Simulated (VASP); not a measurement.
# AlAs (F-43m) in VASP: single point with PBE0

Aim: the single point of AlAs with PBE0.

Everything below comes from runs of VASP 6.6.1. Logs are shortened: lines on timing, memory, paths and dates and some standing lists are left out, and cuts for length are marked.

**1. The cell of the first run**

Symmetry: F-43m, No. 216, cubic system. The conventional cell has a = 5.455 Å, b = 5.455 Å, c = 5.455 Å, α = 90.00°, β = 90.00°, γ = 90.00°. Within 3.1 Å of Al (site symmetry -43m) lie 4 As at 2.36 Å. As (site symmetry -43m) has 4 Al at 2.36 Å within 3.1 Å.

**2. Single point, PBE0**

Contents of POSCAR:

```
AlAs
1.0
    0.0000000000      2.7276336118      2.7276336118
    2.7276336118      0.0000000000      2.7276336118
    2.7276336118      2.7276336118      0.0000000000
Al As
1 1
Direct
    0.0000000000      0.0000000000      0.0000000000
    0.2500000000      0.2500000000      0.2500000000
```

Contents of INCAR.step1:

```
SYSTEM = AlAs
ALGO = Normal
EDIFF = 1E-5
ENCUT = 400
GGA = PE
GGA_COMPAT = .FALSE.
ISIF = 2
ISMEAR = 0
LASPH = .TRUE.
LCHARG = .FALSE.
LREAL = .FALSE.
LWAVE = .TRUE.
NBANDS = 11
NELM = 120
PREC = Accurate
SIGMA = 0.05
```

Contents of INCAR.step2:

```
SYSTEM = AlAs
AEXX = 0.25
ALGO = Normal
EDIFF = 1E-6
ENCUT = 400
GGA = PE
GGA_COMPAT = .FALSE.
ISIF = 2
ISMEAR = 0
ISTART = 1
LASPH = .TRUE.
LCHARG = .FALSE.
LHFCALC = .TRUE.
LREAL = .FALSE.
LWAVE = .FALSE.
NBANDS = 11
NELM = 120
PREC = Accurate
PRECFOCK = Normal
SIGMA = 0.05
```

Contents of KPOINTS:

```
k-points
0
G
  6 6 6
  0 0 0
```

Potentials or basis: VASP PAW PBE potentials, release 64 (Al, As).

On the command line:

```sh
> cat potpaw_PBE.64/Al/POTCAR potpaw_PBE.64/As/POTCAR > POTCAR
> cp INCAR.step1 INCAR
> mpirun -np 1 vasp_std > vasp.out
> cp INCAR.step2 INCAR
> mpirun -np 1 vasp_std > vasp.out
```

OUTCAR:

```text
SYSTEM = AlAs
   AEXX = 0.25
   EDIFF = 1E-6
   ENCUT = 400
   GGA = PE
   ISIF = 2
   ISMEAR = 0
   ISTART = 1
   LASPH = .TRUE.
   LHFCALC = .TRUE.
   LREAL = .FALSE.
   NELM = 120
   PREC = Accurate
   PRECFOCK = Normal

 ion  position               nearest neighbor table
   1  0.000  0.000  0.000-   2 2.36   2 2.36   2 2.36   2 2.36
   2  0.250  0.250  0.250-   1 2.36   1 2.36   1 2.36   1 2.36

  LATTYP: Found a face centered cubic cell.
 ALAT       =     5.4552672236

  Lattice vectors:

 A1 = (   0.0000000000,   2.7276336118,   2.7276336118)
 A2 = (   2.7276336118,   0.0000000000,   2.7276336118)
 A3 = (   2.7276336118,   2.7276336118,   0.0000000000)

Analysis of symmetry for initial positions (statically):
=====================================================================
 Subroutine PRICEL returns:
 Original cell was already a primitive cell.

 Routine SETGRP: Setting up the symmetry group for a
 face centered cubic supercell.

 Subroutine GETGRP returns: Found 24 space group operations
 (whereof 24 operations were pure point group operations)
 out of a pool of 48 trial point group operations.

The static configuration has the point symmetry T_d .

Analysis of symmetry for dynamics (positions and initial velocities):
=====================================================================
 Subroutine PRICEL returns:
 Original cell was already a primitive cell.

 Routine SETGRP: Setting up the symmetry group for a
 face centered cubic supercell.

 Subroutine GETGRP returns: Found 24 space group operations
 (whereof 24 operations were pure point group operations)
 out of a pool of 48 trial point group operations.

The dynamic configuration has the point symmetry T_d .

 Subroutine INISYM returns: Found 24 space group operations
 (whereof 24 operations are pure point group operations),
 and found     1 'primitive' translations

----------------------------------------------------------------------------------------

                                     Primitive cell

  volume of cell :      40.5871

  direct lattice vectors                    reciprocal lattice vectors
     0.000000000  2.727633612  2.727633612    -0.183309077  0.183309077  0.183309077
     2.727633612  0.000000000  2.727633612     0.183309077 -0.183309077  0.183309077
     2.727633612  2.727633612  0.000000000     0.183309077  0.183309077 -0.183309077

  length of vectors
     3.857456447  3.857456447  3.857456447     0.317500635  0.317500635  0.317500635

  position of ions in fractional coordinates (direct lattice)
     0.000000000  0.000000000  0.000000000
     0.250000000  0.250000000  0.250000000

  ion indices of the primitive-cell ions
   primitive index   ion index
                 1           1
                 2           2

----------------------------------------------------------------------------------------

 KPOINTS: k-points

Automatic generation of k-mesh.
 Grid dimensions read from file:
 generate k-points for:    6    6    6

 Generating k-lattice:

  Cartesian coordinates                     Fractional coordinates (reciprocal lattice)
    -0.030551513  0.030551513  0.030551513     0.166666667  0.000000000  0.000000000
     0.030551513 -0.030551513  0.030551513     0.000000000  0.166666667  0.000000000
     0.030551513  0.030551513 -0.030551513     0.000000000  0.000000000  0.166666667

  Length of vectors
     0.052916772  0.052916772  0.052916772

  Shift w.r.t. Gamma in fractional coordinates (k-lattice)
     0.000000000  0.000000000  0.000000000

 Subroutine IBZKPT returns following result:
 ===========================================

 Found     16 irreducible k-points:

 Following reciprocal coordinates:
            Coordinates               Weight
  0.000000  0.000000  0.000000      1.000000
  0.166667  0.000000  0.000000      8.000000
  0.333333  0.000000  0.000000      8.000000
  0.500000  0.000000  0.000000      4.000000
  0.166667  0.166667  0.000000      6.000000
  0.333333  0.166667  0.000000     24.000000
[... 8 lines left out ...]
 -0.333333  0.333333  0.166667     24.000000
 -0.333333  0.500000  0.166667     12.000000
   k-points           NKPTS =     16   k-points in BZ     NKDIM =    216   number of bands    NBANDS=     11
   number of dos      NEDOS =    301   number of ions     NIONS =      2
   total plane-waves  NPLWV =  21952
   dimension x,y,z NGX =    28 NGY =   28 NGZ =   28
   dimension x,y,z NGXF=    56 NGYF=   56 NGZF=   56
   ions per type =               1   1
   NGX,Y,Z   is equivalent  to a cutoff of  12.07, 12.07, 12.07 a.u.
   NGXF,Y,Z  is equivalent  to a cutoff of  24.13, 24.13, 24.13 a.u.
 SYSTEM =  AlAs
   PREC   = accura    normal or accurate (medium, high low for compatibility)
   ISTART =      1    job   : 0-new  1-cont  2-samecut
   ICHARG =      0    charge: 1-file 2-atom 10-const
   ISPIN  =      1    spin polarized calculation?
   LNONCOLLINEAR =      F non collinear calculations
   LSORBIT =      F    spin-orbit coupling
   LASPH  =      T    aspherical Exc in radial PAW
   ENCUT  =  400.0 eV  29.40 Ry    5.42 a.u.   6.29  6.29  6.29*2*pi/ulx,y,z
   NELM   =    120;   NELMIN=  2; NELMDL=  0     # of ELM steps
   EDIFF  = 0.1E-05   stopping-criterion for ELM
   LREAL  =      F    real-space projection
   EDIFFG = 0.1E-04   stopping-criterion for IOM
   NSW    =      0    number of steps for IOM
   IBRION =     -1    ionic relax: 0-MD 1-quasi-New 2-CG
   NFREE  =      0    steps in history (QN), initial steepest desc. (CG)
   ISIF   =      2    stress and relaxation
   ISYM   =      3    0-nonsym 1-usesym 2-fastsym
   POTIM  = 0.5000    time-step for ionic-motion
   TEBEG  =    0.0;   TEEND  =   0.0 temperature during run
   PSTRESS=    0.0 pullay stress
   NELECT =       8.0000    total number of electrons
   NUPDOWN=      -1.0000    fix difference up-down
   EMIN   =  10.00;   EMAX   =-10.00  energy-range for DOS
   EFERMI =   0.00;   METHOD = LEGACY
   ISMEAR =     0;   SIGMA  =   0.05  broadening in eV -4-tet -1-fermi 0-gaus
   EFERMI_NEDOS =   21; number of points for ismear=-14 and -15
   IALGO  =     38    algorithm
   IMIX   =      1    mixing-type and parameters
     AMIX     =   0.40;   BMIX     =  1.00
     AMIX_MAG =   1.60;   BMIX_MAG =  1.00
  volume/ion in A,a.u.               =      20.29       136.95
  Fermi-wavevector in a.u.,A,eV,Ry     =   0.952742  1.800422 12.350252  0.907718
  Thomas-Fermi vector in A             =   2.081333
   LORBIT       =      0    0 simple, 1 ext, 2 COOP (PROOUT), +10 PAW based schemes
   GGA     = PE    functional components
   LHFCALC =     T    Hartree Fock is set to
   PRECFOCK=normal    Normal, Fast or Accurate (Low or Medium for compatibility)
   ENCUT4O =  -1.0   cutoff for four orbital integrals eV
   NKREDX  =     1    reduce k-point grid by
   NKREDY  =     1    reduce k-point grid by
   NKREDZ  =     1    reduce k-point grid by
   AEXX    =    0.2500 exact exchange contribution
   HFSCREEN=    0.0000 screening length (either q_TF or 0.3 A-1)
   HFSCREENC=   0.0000 screening length for correlation (either q_TF or 0.3 A-1)
   ENCUTFOCK=  -1.0 apply spherical cutoff to Coloumb kernel
   IVDW    =     0    specifies the selected vdW correction
   LEPSILON=     F    determine dielectric tensor
   LRPA    =     F    only Hartree local field effects (RPA)
 non-spin polarized calculation
 Gauss-broadening in eV      SIGMA  =   0.05
  energy-cutoff  :      400.00
  volume of cell :       40.59
 maximum number of plane-waves:       754
 NGX is ok and might be reduce to    28
  NGX = 20; NGY = 20; NGZ = 20

 number of electron       8.0000001 magnetization

 Free energy of the ion-electron system (eV)
  ---------------------------------------------------
  ext. energy  EPLUGINS =         0.00000000
  ---------------------------------------------------
  free energy    TOTEN  =       -11.68213544 eV

  energy without entropy =      -11.68213544  energy(sigma->0) =      -11.68213544

 E-fermi :   4.2927     XC(G=0):  -7.5050

 val. band max:        4.0618943783   @ k =   0.0000   0.0000   0.0000
 cond. band min:       6.6248123418   @ k =   0.5000   0.5000   0.0000
 fundamental gap:      2.5629179635
 Fermi energy:         4.2927494686

 k-point     1 :       0.0000    0.0000    0.0000
  band No.  band energies     occupation
      1      -9.8208      2.00000
      2       4.0619      2.00000
      3       4.0619      2.00000
      4       4.0619      2.00000
      5       8.6651      0.00000
      6      10.1374      0.00000
      7      10.1374      0.00000
      8      10.1374      0.00000
      9      15.1474      0.00000
     10      15.1474      0.00000
     11      15.3641      0.00000

 k-point     2 :       0.1667    0.0000    0.0000
  band No.  band energies     occupation
      1      -9.4764      2.00000
      2       1.7162      2.00000
      3       3.7458      2.00000
      4       3.7458      2.00000
      5       9.0401      0.00000
      6      10.6553      0.00000
      7      10.6553      0.00000
      8      11.5323      0.00000
      9      14.2096      0.00000
     10      14.2096      0.00000
     11      16.0425      0.00000

 k-point     3 :       0.3333    0.0000    0.0000
  band No.  band energies     occupation
      1      -8.5807      2.00000
      2      -1.2983      2.00000
      3       3.2588      2.00000
      4       3.2588      2.00000
      5       8.4035      0.00000
      6      10.6852      0.00000
      7      10.6852      0.00000
      8      13.8065      0.00000
      9      15.2742      0.00000
     10      15.2742      0.00000
     11      15.9392      0.00000
[... 155 lines left out ...]
 k-point    15 :      -0.3333    0.3333    0.1667
  band No.  band energies     occupation
      1      -7.3543      2.00000
      2      -2.0433      2.00000
      3       0.1398      2.00000
      4       1.5500      2.00000
      5       9.5689      0.00000
      6      10.5706      0.00000
      7      13.0404      0.00000
      8      13.6619      0.00000
      9      14.9399      0.00000
     10      18.2817      0.00000
     11      19.7869      0.00000

 k-point    16 :      -0.3333    0.5000    0.1667
  band No.  band energies     occupation
      1      -7.1270      2.00000
      2      -2.0985      2.00000
      3       0.3926      2.00000
      4       0.7186      2.00000
      5       8.6742      0.00000
      6       9.9216      0.00000
      7      13.5089      0.00000
      8      14.2814      0.00000
      9      17.5544      0.00000
     10      19.3132      0.00000
     11      19.6236      0.00000

------------------------ aborting loop because EDIFF is reached ----------------------------------------

  FORCE on cell =-STRESS in cart. coord.  units (eV):
  Direction    XX          YY          ZZ          XY          YZ          ZX
  --------------------------------------------------------------------------------------
  -------------------------------------------------------------------------------------
  Total        2.9436272      2.9436272      2.9436272      0.0000000      0.0000000     -0.0000000
  in kB      116.1997761    116.1997761    116.1997761      0.0000000      0.0000000     -0.0000000
  external PRESSURE =     116.1997761 kB  Pullay stress =       0.0000000 kB

 VOLUME and BASIS-vectors are now :
 -----------------------------------------------------------------------------
  energy-cutoff  :      400.00
  volume of cell :       40.59
      direct lattice vectors                 reciprocal lattice vectors
     0.000000000  2.727633612  2.727633612    -0.183309077  0.183309077  0.183309077
     2.727633612  0.000000000  2.727633612     0.183309077 -0.183309077  0.183309077
     2.727633612  2.727633612  0.000000000     0.183309077  0.183309077 -0.183309077

 POSITION                                       TOTAL-FORCE (eV/Angst)
 -----------------------------------------------------------------------------------
      0.00000      0.00000      0.00000        -0.000000     -0.000000     -0.000000
      1.36382      1.36382      1.36382         0.000000      0.000000      0.000000
 -----------------------------------------------------------------------------------
    total drift:                               -0.000000     -0.000000     -0.000000

  FREE ENERGIE OF THE ION-ELECTRON SYSTEM (eV)
  ---------------------------------------------------
  free  energy   TOTEN  =       -11.6821354407 eV

  energy  without entropy=      -11.6821354407  energy(sigma->0) =      -11.68213544
```

Wall time 9.6 min (1 thread of AMD EPYC 7R43 (Zen 3), shared host); peak memory 0.13 GiB.

Results:

- Free energy: -11.6821 eV
- Pressure: 11.6 GPa
- Band gap on the k mesh: 2.56 eV (least direct gap 4.60 eV)

Levels at points of the mesh, in eV from the valence-band top:
```csv
k point,band 1,band 2,band 3,band 4,band 5,band 6,band 7,band 8,band 9
"(0.00, 0.00, 0.00)",-13.88,0.00,0.00,0.00,4.60,6.08,6.08,6.08,11.09
"(0.50, 0.00, 0.00)",-11.98,-6.78,-1.00,-1.00,4.09,6.35,6.35,9.64,14.13
"(0.50, 0.50, 0.00)",-11.23,-6.50,-2.69,-2.69,2.56,3.69,13.32,13.32,15.18
```

Caveat: the cell stands under pressure; the PAW data sets were made with another functional, which shifts forces and pressure a little.
